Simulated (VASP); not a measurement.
# GaSb (I-4m2) in VASP: relaxation of the atoms with r2SCAN

Aim: the relaxation of the atoms of GaSb with r2SCAN.

Everything below comes from runs of VASP 6.6.1. Logs are shortened: lines on timing, memory, paths and dates and some standing lists are left out, and cuts for length are marked.

## Step 1: The cell of the first run

Symmetry: I-4m2, No. 119, tetragonal system. Conventional cell: a = 4.176 Å, b = 4.176 Å, c = 6.268 Å, α = 90.00°, β = 90.00°, γ = 90.00°. Ga (site symmetry -4m2) has 4 Sb at 2.61 Å within 3.4 Å. Sb (site symmetry -4m2) has 4 Ga at 2.61 Å within 3.4 Å.

## Step 2: Relaxation of the atoms, r2SCAN (strained cell)

The input, POSCAR:

```
GaSb
1.0
    0.0000000000      2.9525862141      3.1340951486
    2.9525862141      0.0000000000      3.1340951486
    2.9525862141      2.9525862141      0.0000000000
Ga Sb
1 1
Direct
    0.0000000000      0.0000000000      0.0000000000
    0.2500000000      0.2500000000      0.2500000000
```

The input, INCAR.step1:

```
PREC     = Accurate       # precision mode
ENCUT    = 500            # plane-wave cutoff, eV
ISMEAR   = 0              # smearing method
SIGMA    = 0.02           # smearing width, eV
LREAL    = F              # projectors in reciprocal space
LASPH    = T              # aspherical terms in the spheres
NELM     = 120            # most SCF steps
GGA      = PE             # functional
ALGO     = Normal         # electronic algorithm
EDIFF    = 1E-5           # SCF threshold, eV
LWAVE    = T              # write WAVECAR
LCHARG   = F              # write CHGCAR
GGA_COMPAT= F            
IBRION   = 2              # ionic algorithm
EDIFFG   = -0.01          # ionic threshold
NELMIN   = 4            
NSW      = 100            # ionic steps
```

The input, INCAR.step2:

```
PREC     = Accurate       # precision mode
ENCUT    = 500            # plane-wave cutoff, eV
EDIFF    = 1E-7           # SCF threshold, eV
ISMEAR   = 0              # smearing method
SIGMA    = 0.02           # smearing width, eV
LREAL    = F              # projectors in reciprocal space
LASPH    = T              # aspherical terms in the spheres
NELM     = 120            # most SCF steps
ALGO     = Normal         # electronic algorithm
ISIF     = 2              # what is computed and relaxed
LWAVE    = F              # write WAVECAR
LCHARG   = F              # write CHGCAR
METAGGA  = R2SCAN         # meta-GGA
LMIXTAU  = T            
IBRION   = 2              # ionic algorithm
NSW      = 60             # ionic steps
EDIFFG   = -0.002         # ionic threshold
ISTART   = 1            
GGA_COMPAT= F            
NELMIN   = 4
```

The input, KPOINTS:

```
Automatic mesh
0
Gamma
  8 8 8
```

Potentials or basis: VASP PAW PBE potentials, release 64 (Ga_d, Sb).

Command:

```sh
$ cat potpaw_PBE.64/Ga_d/POTCAR potpaw_PBE.64/Sb/POTCAR > POTCAR
$ cp INCAR.step1 INCAR
$ mpirun -np 1 vasp_std > vasp.out
$ cp INCAR.step2 INCAR
$ mpirun -np 1 vasp_std > vasp.out
```

OUTCAR:

```text
PREC = Accurate
   ENCUT = 500
   EDIFF = 1E-7
   ISMEAR = 0
   LREAL = F
   LASPH = T
   NELM = 120
   ISIF = 2
   METAGGA = R2SCAN
   IBRION = 2
   NSW = 60
   EDIFFG = -0.002
   ISTART = 1
   NELMIN = 4

 ion  position               nearest neighbor table
   1  0.000  0.000  0.000-   2 2.61   2 2.61   2 2.61   2 2.61
   2  0.250  0.250  0.250-   1 2.61   1 2.61   1 2.61   1 2.61

  LATTYP: Found a body centered tetragonal cell.
 ALAT       =     4.1755874681
 C/A-ratio  =     1.5011517170

  Lattice vectors:

 A1 = (  -2.9525862141,   0.0000000000,   3.1340951486)
 A2 = (   2.9525862141,   0.0000000000,   3.1340951486)
 A3 = (   0.0000000000,   2.9525862141,  -3.1340951486)

Analysis of symmetry for initial positions (statically):
=====================================================================
 Subroutine PRICEL returns:
 Original cell was already a primitive cell.

 Routine SETGRP: Setting up the symmetry group for a
 body centered tetragonal supercell.

 Subroutine GETGRP returns: Found  8 space group operations
 (whereof  8 operations were pure point group operations)
 out of a pool of 16 trial point group operations.

The static configuration has the point symmetry D_2d.

Analysis of symmetry for dynamics (positions and initial velocities):
=====================================================================
 Subroutine PRICEL returns:
 Original cell was already a primitive cell.

 Routine SETGRP: Setting up the symmetry group for a
 body centered tetragonal supercell.

 Subroutine GETGRP returns: Found  8 space group operations
 (whereof  8 operations were pure point group operations)
 out of a pool of 16 trial point group operations.

The dynamic configuration has the point symmetry D_2d.

 Subroutine INISYM returns: Found  8 space group operations
 (whereof  8 operations are pure point group operations),
 and found     1 'primitive' translations

----------------------------------------------------------------------------------------

                                     Primitive cell

  volume of cell :      54.6446

  direct lattice vectors                    reciprocal lattice vectors
     0.000000000  2.952586214  3.134095149    -0.169343065  0.169343065  0.159535680
     2.952586214  0.000000000  3.134095149     0.169343065 -0.169343065  0.159535680
     2.952586214  2.952586214  0.000000000     0.169343065  0.169343065 -0.159535680

  length of vectors
     4.305846926  4.305846926  4.175587468     0.287759936  0.287759936  0.287759936

  position of ions in fractional coordinates (direct lattice)
     0.000000000  0.000000000  0.000000000
     0.250000000  0.250000000  0.250000000

  ion indices of the primitive-cell ions
   primitive index   ion index
                 1           1
                 2           2

----------------------------------------------------------------------------------------

 KPOINTS: Automatic mesh

Automatic generation of k-mesh.
 Grid dimensions read from file:
 generate k-points for:    8    8    8

 Generating k-lattice:

  Cartesian coordinates                     Fractional coordinates (reciprocal lattice)
    -0.021167883  0.021167883  0.019941960     0.125000000  0.000000000  0.000000000
     0.021167883 -0.021167883  0.019941960     0.000000000  0.125000000  0.000000000
     0.021167883  0.021167883 -0.019941960     0.000000000  0.000000000  0.125000000

  Length of vectors
     0.035969992  0.035969992  0.035969992

  Shift w.r.t. Gamma in fractional coordinates (k-lattice)
     0.000000000  0.000000000  0.000000000

 Subroutine IBZKPT returns following result:
 ===========================================

 Found     59 irreducible k-points:

 Following reciprocal coordinates:
            Coordinates               Weight
  0.000000  0.000000  0.000000      1.000000
  0.125000  0.000000  0.000000      8.000000
  0.250000  0.000000  0.000000      8.000000
  0.375000  0.000000  0.000000      8.000000
  0.500000  0.000000  0.000000      4.000000
  0.125000  0.125000  0.000000      2.000000
[... 16 lines left out ...]
  0.250000  0.000000  0.125000     16.000000
  0.375000 -0.000000  0.125000     16.000000
 [... further k-points ...]
   k-points           NKPTS =     59   k-points in BZ     NKDIM =     59   number of bands    NBANDS=     13
   number of dos      NEDOS =    301   number of ions     NIONS =      2
   total plane-waves  NPLWV =  30720
   dimension x,y,z NGX =    32 NGY =   32 NGZ =   30
   dimension x,y,z NGXF=    64 NGYF=   64 NGZF=   60
   ions per type =               1   1
   NGX,Y,Z   is equivalent  to a cutoff of  12.35, 12.35, 11.94 a.u.
   NGXF,Y,Z  is equivalent  to a cutoff of  24.71, 24.71, 23.89 a.u.
 SYSTEM =  unknown system
   PREC   = accura    normal or accurate (medium, high low for compatibility)
   ISTART =      1    job   : 0-new  1-cont  2-samecut
   ICHARG =      0    charge: 1-file 2-atom 10-const
   ISPIN  =      1    spin polarized calculation?
   LNONCOLLINEAR =      F non collinear calculations
   LSORBIT =      F    spin-orbit coupling
   LASPH  =      T    aspherical Exc in radial PAW
   ENCUT  =  500.0 eV  36.75 Ry    6.06 a.u.   7.85  7.85  7.61*2*pi/ulx,y,z
   NELM   =    120;   NELMIN=  4; NELMDL=  0     # of ELM steps
   EDIFF  = 0.1E-06   stopping-criterion for ELM
   LREAL  =      F    real-space projection
   EDIFFG = -.2E-02   stopping-criterion for IOM
   NSW    =     60    number of steps for IOM
   IBRION =      2    ionic relax: 0-MD 1-quasi-New 2-CG
   NFREE  =      1    steps in history (QN), initial steepest desc. (CG)
   ISIF   =      2    stress and relaxation
   ISYM   =      2    0-nonsym 1-usesym 2-fastsym
   POTIM  = 0.5000    time-step for ionic-motion
   TEBEG  =    0.0;   TEEND  =   0.0 temperature during run
   PSTRESS=    0.0 pullay stress
   NELECT =      18.0000    total number of electrons
   NUPDOWN=      -1.0000    fix difference up-down
   EMIN   =  10.00;   EMAX   =-10.00  energy-range for DOS
   EFERMI =   0.00;   METHOD = LEGACY
   ISMEAR =     0;   SIGMA  =   0.02  broadening in eV -4-tet -1-fermi 0-gaus
   EFERMI_NEDOS =   21; number of points for ismear=-14 and -15
   IALGO  =     38    algorithm
   IMIX   =      4    mixing-type and parameters
     AMIX     =   0.40;   BMIX     =  1.00
     AMIX_MAG =   1.60;   BMIX_MAG =  1.00
  volume/ion in A,a.u.               =      27.32       184.38
  Fermi-wavevector in a.u.,A,eV,Ry     =   1.130620  2.136561 17.392340  1.278301
  Thomas-Fermi vector in A             =   2.267317
   LORBIT       =      0    0 simple, 1 ext, 2 COOP (PROOUT), +10 PAW based schemes
   METAGGA = R2SCAN    functional components
   LHFCALC =     F    Hartree Fock is set to
   AEXX    =    0.0000 exact exchange contribution
   IVDW    =     0    specifies the selected vdW correction
   LEPSILON=     F    determine dielectric tensor
   LRPA    =     F    only Hartree local field effects (RPA)
 conjugate gradient relaxation of ions
 non-spin polarized calculation
 Gauss-broadening in eV      SIGMA  =   0.02
  energy-cutoff  :      500.00
  volume of cell :       54.64
 maximum number of plane-waves:      1420
   NGX = 15   NGY = 15   NGZ = 15

 number of electron      17.9999992 magnetization

 Free energy of the ion-electron system (eV)
  ---------------------------------------------------
  ext. energy  EPLUGINS =         0.00000000
  ---------------------------------------------------
  free energy    TOTEN  =       -37.54767600 eV

  energy without entropy =      -37.54767600  energy(sigma->0) =      -37.54767600

 E-fermi :   5.4544     XC(G=0):  -9.9418

 val. band max:        5.3179006924   @ k =   0.0000   0.0000   0.0000
 cond. band min:       5.9116114238   @ k =   0.5000   0.0000   0.0000
 fundamental gap:      0.5937107314
 Fermi energy:         5.4544328379

 k-point     1 :       0.0000    0.0000    0.0000
  band No.  band energies     occupation
      1     -10.4207      2.00000
      2     -10.4134      2.00000
      3     -10.4134      2.00000
      4     -10.3542      2.00000
      5     -10.3496      2.00000
      6      -7.0913      2.00000
      7       4.9019      2.00000
      8       5.3178      2.00000
      9       5.3179      2.00000
     10       5.9585      0.00000
     11       8.0954      0.00000
     12       8.0956      0.00000
     13       8.2962      0.00000

 k-point     2 :       0.1250    0.0000    0.0000
  band No.  band energies     occupation
      1     -10.4227      2.00000
      2     -10.4147      2.00000
      3     -10.4112      2.00000
      4     -10.3546      2.00000
      5     -10.3496      2.00000
      6      -6.9124      2.00000
      7       3.2161      2.00000
      8       4.7450      2.00000
      9       5.0548      2.00000
     10       6.6849      0.00000
     11       8.4927      0.00000
     12       8.5216      0.00000
     13       9.0917      0.00000

 k-point     3 :       0.2500    0.0000    0.0000
  band No.  band energies     occupation
      1     -10.4345      2.00000
      2     -10.4106      2.00000
      3     -10.4060      2.00000
      4     -10.3555      2.00000
      5     -10.3490      2.00000
      6      -6.4009      2.00000
      7       0.9817      2.00000
      8       4.1903      2.00000
      9       4.5997      2.00000
     10       6.3643      0.00000
     11       9.0571      0.00000
     12       9.1397      0.00000
     13      11.0556      0.00000

 k-point     4 :       0.3750    0.0000    0.0000
  band No.  band energies     occupation
      1     -10.4470      2.00000
      2     -10.4061      2.00000
      3     -10.4015      2.00000
      4     -10.3558      2.00000
      5     -10.3478      2.00000
      6      -5.6820      2.00000
      7      -0.8329      2.00000
      8       3.7780      2.00000
      9       4.2680      2.00000
     10       6.0315      0.00000
     11       9.1328      0.00000
     12       9.3741      0.00000
     13      12.2878      0.00000

 k-point     5 :       0.5000    0.0000    0.0000
  band No.  band energies     occupation
      1     -10.4521      2.00000
      2     -10.4045      2.00000
      3     -10.3998      2.00000
      4     -10.3557      2.00000
      5     -10.3470      2.00000
      6      -5.2415      2.00000
      7      -1.6461      2.00000
      8       3.6311      2.00000
      9       4.1517      2.00000
     10       5.9116      0.00000
     11       9.0932      0.00000
     12       9.3695      0.00000
     13      12.1227      0.00000
[... 257 lines left out ...]
 k-point    22 :       0.1250    0.0000    0.1250
  band No.  band energies     occupation
      1     -10.4236      2.00000
      2     -10.4156      2.00000
      3     -10.4095      2.00000
      4     -10.3558      2.00000
      5     -10.3490      2.00000
      6      -6.8442      2.00000
      7       3.3466      2.00000
      8       4.2021      2.00000
      9       4.4829      2.00000
     10       7.1297      0.00000
     11       8.0904      0.00000
     12       8.9763      0.00000
     13       9.5097      0.00000

 k-point    23 :       0.2500    0.0000    0.1250
  band No.  band energies     occupation
      1     -10.4354      2.00000
      2     -10.4097      2.00000
      3     -10.4049      2.00000
      4     -10.3577      2.00000
      5     -10.3482      2.00000
      6      -6.4329      2.00000
      7       1.5505      2.00000
      8       3.7147      2.00000
      9       3.9844      2.00000
     10       7.1963      0.00000
     11       8.2678      0.00000
     12       9.8588      0.00000
     13      10.4344      0.00000

 k-point    24 :       0.3750   -0.0000    0.1250
  band No.  band energies     occupation
      1     -10.4475      2.00000
      2     -10.4043      2.00000
      3     -10.4005      2.00000
      4     -10.3584      2.00000
      5     -10.3474      2.00000
      6      -5.7586      2.00000
      7      -0.3199      2.00000
      8       3.2466      2.00000
      9       3.5731      2.00000
     10       7.0442      0.00000
     11       8.8338      0.00000
     12      10.0821      0.00000
     13      10.8549      0.00000

 [... further k-points ...]

------------------------ aborting loop because EDIFF is reached ----------------------------------------

  FORCE on cell =-STRESS in cart. coord.  units (eV):
  Direction    XX          YY          ZZ          XY          YZ          ZX
  --------------------------------------------------------------------------------------
  -------------------------------------------------------------------------------------
  Total        1.5177049      1.5177049      0.3604477      0.0000000      0.0000000      0.0000000
  in kB       44.4990323     44.4990323     10.5683079      0.0000000      0.0000000      0.0000000
  external PRESSURE =      33.1887908 kB  Pullay stress =       0.0000000 kB

 VOLUME and BASIS-vectors are now :
 -----------------------------------------------------------------------------
  energy-cutoff  :      500.00
  volume of cell :       54.64
      direct lattice vectors                 reciprocal lattice vectors
     0.000000000  2.952586214  3.134095149    -0.169343065  0.169343065  0.159535680
     2.952586214  0.000000000  3.134095149     0.169343065 -0.169343065  0.159535680
     2.952586214  2.952586214  0.000000000     0.169343065  0.169343065 -0.159535680

 POSITION                                       TOTAL-FORCE (eV/Angst)
 -----------------------------------------------------------------------------------
      0.00000      0.00000      0.00000        -0.000000      0.000000      0.000000
      1.47629      1.47629      1.56705         0.000000     -0.000000      0.000000
 -----------------------------------------------------------------------------------
    total drift:                                0.000121      0.000121      0.000102

  FREE ENERGIE OF THE ION-ELECTRON SYSTEM (eV)
  ---------------------------------------------------
  free  energy   TOTEN  =       -37.5476760036 eV

  energy  without entropy=      -37.5476760036  energy(sigma->0) =      -37.54767600

 reached required accuracy - stopping structural energy minimisation
```

It took 3.2 min on 1 thread of Intel Xeon 8259CL, shared host; peak memory 0.18 GiB.

Results:

* Free energy: -37.5477 eV
* Pressure after relaxing: 3.3 GPa
* Band gap on the k mesh: 0.59 eV (least direct gap 0.64 eV)

Stress tensor (GPa, compression positive):
```
4.45 0.00 0.00
0.00 4.45 0.00
0.00 0.00 1.06
```

Final structure:
```
Ga Sb
1.0
     0.00000    2.95259    3.13410
     2.95259    0.00000    3.13410
     2.95259    2.95259    0.00000
Ga Sb
1 1
Cartesian
  0.0000 0.0000 0.0000
  1.4763 1.4763 1.5670
```

Levels at points of the mesh, in eV from the valence-band top:
```tsv
k point	band 7	band 8	band 9	band 10	band 11	band 12
(0.00, 0.00, 0.00)	-0.42	0.00	0.00	0.64	2.78	2.78
(0.50, 0.00, 0.00)	-6.96	-1.69	-1.17	0.59	3.78	4.05
(0.50, 0.50, 0.00)	-7.61	-2.74	-2.74	1.27	1.55	9.41
(0.50, 0.00, 0.50)	-7.31	-3.15	-3.09	0.77	1.12	9.22
```

Caveat: the cell differs from its parent crystal (strained cell); semilocal functionals underestimate gaps, and a narrow one can read as zero; the PAW data sets were made with another functional, which shifts forces and pressure a little; spin-orbit coupling is left out, which moves the levels of the heavy elements. A k mesh can miss the band edges.
